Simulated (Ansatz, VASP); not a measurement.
One calculation of PbF2, two programs

```xyz
3
Lattice="0.0000 2.9604 2.9604 2.9604 0.0000 2.9604 2.9604 2.9604 0.0000" Properties=species:S:1:pos:R:3 pbc="T T T"
Pb    0.0000    0.0000    0.0000
F     1.4802    1.4802    1.4802
F     4.4407    4.4407    4.4407
```

Alike in both runs: task single point; functional PBEsol; k mesh 6 × 6 × 6; no spin polarisation.

|  | VASP | Ansatz |
| --- | --- | --- |
| version | VASP 6.6.1 | Ansatz 0.2.0 |
| potentials or method | VASP PAW PBE potentials, release 64 (Pb_d, F) | plane waves, PAW |
| plane-wave cutoff (eV) | 520 | 420 |
| occupations | gaussian, width 0.01 eV | fixed |
| valence electrons in the cell | 28 | 28 |

VASP gave:

| Quantity | Value |
| --- | --- |
| gap on the k mesh at the Fermi level (eV) | 4.32 |
| pressure (GPa) | -1.1 |

Question: Which values does Ansatz return?

Answer: gap on the k mesh at the Fermi level (eV): 4.33; pressure (GPa): -0.8.

VASP's potentials were made for PBE, not for PBEsol.

Neither program's run includes spin-orbit coupling.
